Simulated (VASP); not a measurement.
# ZnAu (Pm-3m) in VASP: notebook

ZnAu is run at these levels: PBEsol; tasks: electric field gradients.

Program: VASP 6.6.1. These are calculated values, not measurements. Logs are shortened: lines on timing, memory, paths and dates and some standing lists are left out, and cuts for length are marked.

### 1 The cell of the first run

Symmetry: Pm-3m, No. 221, cubic system. The conventional cell has a = 3.212 Å, b = 3.212 Å, c = 3.212 Å, α = 90.00°, β = 90.00°, γ = 90.00°. Zn (site symmetry m-3m) has 8 Au at 2.78 Å and 6 Zn at 3.21 Å within 3.7 Å. Within 3.7 Å of Au (site symmetry m-3m) lie 8 Zn at 2.78 Å and 6 Au at 3.21 Å.

### 2 Electric field gradients, PBEsol (16.57 Å³/atom)

The input, INCAR:

```
SYSTEM = ZnAu
PREC     = Accurate       ! precision mode
ENCUT    = 520            ! plane-wave cutoff, eV
EDIFF    = 1E-8           ! SCF threshold, eV
ISMEAR   = -1             ! smearing method
SIGMA    = 0.05           ! smearing width, eV
LREAL    = .False.        ! projectors in reciprocal space
LASPH    = .True.         ! aspherical terms in the spheres
NELM     = 100            ! most SCF steps
ALGO     = Normal         ! electronic algorithm
ISIF     = 2              ! what is computed and relaxed
LWAVE    = .False.        ! write WAVECAR
LCHARG   = .False.        ! write CHGCAR
GGA      = PS             ! functional
LEFG     = .True.       
NBANDS   = 18             ! bands
```

The input, KPOINTS:

```
Automatic mesh
0
Gamma
  13 13 13
  0 0 0
```

The input, POSCAR:

```
ZnAu
1.0
    3.2118339305      0.0000000000      0.0000000000
    0.0000000000      3.2118339305      0.0000000000
    0.0000000000      0.0000000000      3.2118339305
Zn Au
1 1
Direct
    0.5000000000      0.5000000000      0.5000000000
    0.0000000000      0.0000000000      0.0000000000
```

Potentials or basis: VASP PAW PBE potentials, release 64 (Zn, Au).

Launch:

```console
$ cat potpaw_PBE.64/Zn/POTCAR potpaw_PBE.64/Au/POTCAR > POTCAR
$ mpirun -np 1 vasp_std > vasp.out
```

OUTCAR:

```text
SYSTEM = ZnAu
   PREC = Accurate
   ENCUT = 520
   EDIFF = 1E-8
   ISMEAR = -1
   LREAL = .False.
   LASPH = .True.
   NELM = 100
   ISIF = 2
   GGA = PS

 ion  position               nearest neighbor table
   1  0.500  0.500  0.500-   2 2.78   2 2.78   2 2.78   2 2.78   2 2.78   2 2.78   2 2.78   2 2.78

   2  0.000  0.000  0.000-   1 2.78   1 2.78   1 2.78   1 2.78   1 2.78   1 2.78   1 2.78   1 2.78

  LATTYP: Found a simple cubic cell.
 ALAT       =     3.2118339305

  Lattice vectors:

 A1 = (   3.2118339305,   0.0000000000,   0.0000000000)
 A2 = (   0.0000000000,   3.2118339305,   0.0000000000)
 A3 = (   0.0000000000,   0.0000000000,   3.2118339305)

Analysis of symmetry for initial positions (statically):
=====================================================================
 Subroutine PRICEL returns:
 Original cell was already a primitive cell.

 Routine SETGRP: Setting up the symmetry group for a
 simple cubic supercell.

 Subroutine GETGRP returns: Found 48 space group operations
 (whereof 48 operations were pure point group operations)
 out of a pool of 48 trial point group operations.

The static configuration has the point symmetry O_h .

Analysis of symmetry for dynamics (positions and initial velocities):
=====================================================================
 Subroutine PRICEL returns:
 Original cell was already a primitive cell.

 Routine SETGRP: Setting up the symmetry group for a
 simple cubic supercell.

 Subroutine GETGRP returns: Found 48 space group operations
 (whereof 48 operations were pure point group operations)
 out of a pool of 48 trial point group operations.

The dynamic configuration has the point symmetry O_h .

 Subroutine INISYM returns: Found 48 space group operations
 (whereof 48 operations are pure point group operations),
 and found     1 'primitive' translations

----------------------------------------------------------------------------------------

                                     Primitive cell

  volume of cell :      33.1329

  direct lattice vectors                    reciprocal lattice vectors
     3.211833931  0.000000000  0.000000000     0.311348601  0.000000000  0.000000000
     0.000000000  3.211833931  0.000000000     0.000000000  0.311348601  0.000000000
     0.000000000  0.000000000  3.211833931     0.000000000  0.000000000  0.311348601

  length of vectors
     3.211833931  3.211833931  3.211833931     0.311348601  0.311348601  0.311348601

  position of ions in fractional coordinates (direct lattice)
     0.500000000  0.500000000  0.500000000
     0.000000000  0.000000000  0.000000000

  ion indices of the primitive-cell ions
   primitive index   ion index
                 1           1
                 2           2

----------------------------------------------------------------------------------------

 KPOINTS: Automatic mesh

Automatic generation of k-mesh.
 Grid dimensions read from file:
 generate k-points for:   13   13   13

 Generating k-lattice:

  Cartesian coordinates                     Fractional coordinates (reciprocal lattice)
     0.023949892  0.000000000  0.000000000     0.076923077  0.000000000  0.000000000
     0.000000000  0.023949892  0.000000000     0.000000000  0.076923077  0.000000000
     0.000000000  0.000000000  0.023949892     0.000000000  0.000000000  0.076923077

  Length of vectors
     0.023949892  0.023949892  0.023949892

  Shift w.r.t. Gamma in fractional coordinates (k-lattice)
     0.000000000  0.000000000  0.000000000

 Subroutine IBZKPT returns following result:
 ===========================================

 Found     84 irreducible k-points:

 Following reciprocal coordinates:
            Coordinates               Weight
  0.000000  0.000000  0.000000      1.000000
  0.076923  0.000000  0.000000      6.000000
  0.153846  0.000000  0.000000      6.000000
  0.230769  0.000000  0.000000      6.000000
  0.307692  0.000000  0.000000      6.000000
  0.384615  0.000000  0.000000      6.000000
[... 16 lines left out ...]
  0.307692  0.307692  0.000000     12.000000
  0.384615  0.307692  0.000000     24.000000
 [... further k-points ...]
   k-points           NKPTS =     84   k-points in BZ     NKDIM =     84   number of bands    NBANDS=     18
   number of dos      NEDOS =    301   number of ions     NIONS =      2
   total plane-waves  NPLWV =  13824
   dimension x,y,z NGX =    24 NGY =   24 NGZ =   24
   dimension x,y,z NGXF=    48 NGYF=   48 NGZF=   48
   ions per type =               1   1
   NGX,Y,Z   is equivalent  to a cutoff of  12.42, 12.42, 12.42 a.u.
   NGXF,Y,Z  is equivalent  to a cutoff of  24.85, 24.85, 24.85 a.u.
 SYSTEM =  ZnAu
   PREC   = accura    normal or accurate (medium, high low for compatibility)
   ISTART =      0    job   : 0-new  1-cont  2-samecut
   ICHARG =      2    charge: 1-file 2-atom 10-const
   ISPIN  =      1    spin polarized calculation?
   LNONCOLLINEAR =      F non collinear calculations
   LSORBIT =      F    spin-orbit coupling
   LASPH  =      T    aspherical Exc in radial PAW
   ENCUT  =  520.0 eV  38.22 Ry    6.18 a.u.   5.97  5.97  5.97*2*pi/ulx,y,z
   NELM   =    100;   NELMIN=  2; NELMDL= -5     # of ELM steps
   EDIFF  = 0.1E-07   stopping-criterion for ELM
   LREAL  =      F    real-space projection
   EDIFFG = 0.1E-06   stopping-criterion for IOM
   NSW    =      0    number of steps for IOM
   IBRION =     -1    ionic relax: 0-MD 1-quasi-New 2-CG
   NFREE  =      0    steps in history (QN), initial steepest desc. (CG)
   ISIF   =      2    stress and relaxation
   ISYM   =      2    0-nonsym 1-usesym 2-fastsym
   POTIM  = 0.5000    time-step for ionic-motion
   TEBEG  =    0.0;   TEEND  =   0.0 temperature during run
   PSTRESS=    0.0 pullay stress
   NELECT =      23.0000    total number of electrons
   NUPDOWN=      -1.0000    fix difference up-down
   EMIN   =  10.00;   EMAX   =-10.00  energy-range for DOS
   EFERMI =   0.00;   METHOD = LEGACY
   ISMEAR =    -1;   SIGMA  =   0.05  broadening in eV -4-tet -1-fermi 0-gaus
   EFERMI_NEDOS =   21; number of points for ismear=-14 and -15
   IALGO  =     38    algorithm
   IMIX   =      4    mixing-type and parameters
     AMIX     =   0.40;   BMIX     =  1.00
     AMIX_MAG =   1.60;   BMIX_MAG =  1.00
  volume/ion in A,a.u.               =      16.57       111.80
  Fermi-wavevector in a.u.,A,eV,Ry     =   1.449543  2.739239 28.588210  2.101174
  Thomas-Fermi vector in A             =   2.567257
   LORBIT       =      0    0 simple, 1 ext, 2 COOP (PROOUT), +10 PAW based schemes
   GGA     = PS    functional components
   LHFCALC =     F    Hartree Fock is set to
   AEXX    =    0.0000 exact exchange contribution
   IVDW    =     0    specifies the selected vdW correction
   LEPSILON=     F    determine dielectric tensor
   LRPA    =     F    only Hartree local field effects (RPA)
 non-spin polarized calculation
  energy-cutoff  :      520.00
  volume of cell :       33.13
 maximum number of plane-waves:       912
 NGX is ok and might be reduce to    24
   NGX = 11   NGY = 11   NGZ = 11

 number of electron      23.0000040 magnetization

 Free energy of the ion-electron system (eV)
  ---------------------------------------------------
  ext. energy  EPLUGINS =         0.00000000
  ---------------------------------------------------
  free energy    TOTEN  =        -5.87939156 eV

  energy without entropy =       -5.87286882  energy(sigma->0) =       -5.87613019

 E-fermi :   6.1721     XC(G=0): -12.1899

 val. band max:        6.1700983974   @ k =   0.4615   0.3077   0.3077
 cond. band min:       6.1987854981   @ k =   0.3077   0.1538   0.0769
 fundamental gap:      0.0286871007
 Fermi energy:         6.1720964058

 k-point     1 :       0.0000    0.0000    0.0000
  band No.  band energies     occupation
      1      -3.9218      2.00000
      2      -1.6372      2.00000
      3      -1.6372      2.00000
      4      -1.0696      2.00000
      5      -1.0696      2.00000
      6      -1.0696      2.00000
[... 10 lines left out ...]
     17      17.8733      0.00000
     18      24.2317      0.00000
[... 463 lines left out ...]
 k-point    24 :       0.3846    0.3077    0.0000
  band No.  band energies     occupation
      1      -1.7446      2.00000
      2      -1.5066      2.00000
      3      -1.2726      2.00000
      4      -1.1687      2.00000
      5      -0.9734      2.00000
      6      -0.1583      2.00000
[... 10 lines left out ...]
     17      19.6794      0.00000
     18      19.7330      0.00000

 [... further k-points ...]

------------------------ aborting loop because EDIFF is reached ----------------------------------------

  FORCE on cell =-STRESS in cart. coord.  units (eV):
  Direction    XX          YY          ZZ          XY          YZ          ZX
  --------------------------------------------------------------------------------------
  -------------------------------------------------------------------------------------
  Total       -1.8533402     -1.8533402     -1.8533402      0.0000000     -0.0000000      0.0000000
  in kB      -89.6203162    -89.6203162    -89.6203162      0.0000000     -0.0000000      0.0000000
  external PRESSURE =     -89.6203162 kB  Pullay stress =       0.0000000 kB

 VOLUME and BASIS-vectors are now :
 -----------------------------------------------------------------------------
  energy-cutoff  :      520.00
  volume of cell :       33.13
      direct lattice vectors                 reciprocal lattice vectors
     3.211833931  0.000000000  0.000000000     0.311348601  0.000000000  0.000000000
     0.000000000  3.211833931  0.000000000     0.000000000  0.311348601  0.000000000
     0.000000000  0.000000000  3.211833931     0.000000000  0.000000000  0.311348601

 POSITION                                       TOTAL-FORCE (eV/Angst)
 -----------------------------------------------------------------------------------
      1.60592      1.60592      1.60592         0.000000      0.000000      0.000000
      0.00000      0.00000      0.00000         0.000000      0.000000      0.000000
 -----------------------------------------------------------------------------------
    total drift:                                0.000000      0.000000     -0.000000

  FREE ENERGIE OF THE ION-ELECTRON SYSTEM (eV)
  ---------------------------------------------------
  free  energy   TOTEN  =        -5.8793915581 eV

  energy  without entropy=       -5.8728688161  energy(sigma->0) =       -5.87613019

 Electric field gradients (V/A^2)
---------------------------------------------------------------------
 ion       V_xx      V_yy      V_zz      V_xy      V_xz      V_yz
---------------------------------------------------------------------
   1       0.000     0.000     0.000     0.000    -0.000    -0.000
   2      -0.000    -0.000    -0.000     0.000     0.000     0.000
---------------------------------------------------------------------

 Electric field gradients after diagonalization (V/A^2)
 (convention: |V_zz| > |V_xx| > |V_yy|)
----------------------------------------------------------------------
 ion       V_xx      V_yy      V_zz     asymmetry (V_yy - V_xx)/ V_zz
----------------------------------------------------------------------
   1       0.000     0.000     0.000      -0.364
   2      -0.000    -0.000    -0.000      -0.005
----------------------------------------------------------------------

           NMR quadrupolar parameters

 Cq : quadrupolar parameter    Cq=e*Q*V_zz/h
 eta: asymmetry parameters     (V_yy - V_xx)/ V_zz
 Q  : nuclear electric quadrupole moment in mb (millibarn)
----------------------------------------------------------------------
 ion       Cq(MHz)       eta       Q (mb)
----------------------------------------------------------------------
   1       0.000      -0.364       1.000
   2      -0.000      -0.005       1.000
----------------------------------------------------------------------
```

It took 56 s on 1 thread of Intel Xeon 8259CL, shared host; peak memory 0.18 GiB.

Results:

- Free energy: -5.8794 eV
- Pressure: -9.0 GPa
- Band gap on the k mesh: zero (an odd number of electrons rules out a gap without spin polarisation)
- Largest electric field gradient by atom: zero within the noise of the run

Caveat: the cell stands under tension; the PAW data sets were made with another functional, which shifts forces and pressure a little; spin-orbit coupling is left out, which moves the levels of the heavy elements.

### 3 Electric field gradients, PBEsol (16.57 Å³/atom)

The input, INCAR:

```
ALGO     = Normal         # electronic algorithm
EDIFF    = 1E-8           # SCF threshold, eV
ENCUT    = 520            # plane-wave cutoff, eV
GGA      = PS             # functional
ISIF     = 2              # what is computed and relaxed
ISMEAR   = -1             # smearing method
LASPH    = T              # aspherical terms in the spheres
LCHARG   = F              # write CHGCAR
LEFG     = T            
LREAL    = F              # projectors in reciprocal space
LWAVE    = F              # write WAVECAR
NBANDS   = 18             # bands
NELM     = 100            # most SCF steps
PREC     = Accurate       # precision mode
SIGMA    = 0.05           # smearing width, eV
```

The input, KPOINTS:

```
k-points
0
Gamma
  13 13 13
```

POSCAR is that of step 2.

Potentials or basis: VASP PAW PBE potentials, release 64 (Zn, Au).

Launch:

```console
$ cat potpaw_PBE.64/Zn/POTCAR potpaw_PBE.64/Au/POTCAR > POTCAR
$ mpirun -np 1 vasp_std > vasp.out
```

OUTCAR:

```text
EDIFF = 1E-8
   ENCUT = 520
   GGA = PS
   ISIF = 2
   ISMEAR = -1
   LASPH = T
   LREAL = F
   NELM = 100
   PREC = Accurate

 ion  position               nearest neighbor table
   1  0.500  0.500  0.500-   2 2.78   2 2.78   2 2.78   2 2.78   2 2.78   2 2.78   2 2.78   2 2.78

   2  0.000  0.000  0.000-   1 2.78   1 2.78   1 2.78   1 2.78   1 2.78   1 2.78   1 2.78   1 2.78

  LATTYP: Found a simple cubic cell.
 ALAT       =     3.2118339305

  Lattice vectors:

 A1 = (   3.2118339305,   0.0000000000,   0.0000000000)
 A2 = (   0.0000000000,   3.2118339305,   0.0000000000)
 A3 = (   0.0000000000,   0.0000000000,   3.2118339305)

[... 715 lines left out ...]
  free  energy   TOTEN  =        -5.8793915581 eV

  energy  without entropy=       -5.8728688161  energy(sigma->0) =       -5.87613019

 Electric field gradients (V/A^2)
---------------------------------------------------------------------
 ion       V_xx      V_yy      V_zz      V_xy      V_xz      V_yz
---------------------------------------------------------------------
   1       0.000     0.000     0.000     0.000    -0.000    -0.000
   2      -0.000    -0.000    -0.000     0.000     0.000     0.000
---------------------------------------------------------------------

 Electric field gradients after diagonalization (V/A^2)
 (convention: |V_zz| > |V_xx| > |V_yy|)
----------------------------------------------------------------------
 ion       V_xx      V_yy      V_zz     asymmetry (V_yy - V_xx)/ V_zz
----------------------------------------------------------------------
   1       0.000     0.000     0.000      -0.364
   2      -0.000    -0.000    -0.000      -0.005
----------------------------------------------------------------------

           NMR quadrupolar parameters

 Cq : quadrupolar parameter    Cq=e*Q*V_zz/h
 eta: asymmetry parameters     (V_yy - V_xx)/ V_zz
 Q  : nuclear electric quadrupole moment in mb (millibarn)
----------------------------------------------------------------------
 ion       Cq(MHz)       eta       Q (mb)
----------------------------------------------------------------------
   1       0.000      -0.364       1.000
   2      -0.000      -0.005       1.000
----------------------------------------------------------------------
```

It took 54 s on 1 thread of Intel Xeon 8259CL, shared host; peak memory 0.18 GiB.

What came out:

```yaml
Free_energy: -5.8794 eV
Pressure: -9.0 GPa
Band_gap_on_the_k_mesh: zero (an odd number of electrons rules out a gap without spin polarisation)
Largest_electric_field_gradient_by_atom: zero within the noise of the run
```

Levels at points of the mesh, in eV from the Fermi level:
```csv
k point,band 9,band 10,band 11,band 12,band 13,band 14
"(0.00, 0.00, 0.00)",-3.62,-3.62,-3.62,4.88,4.88,4.88
```

Caveat: the cell stands under tension; the PAW data sets were made with another functional, which shifts forces and pressure a little; spin-orbit coupling is left out, which moves the levels of the heavy elements.
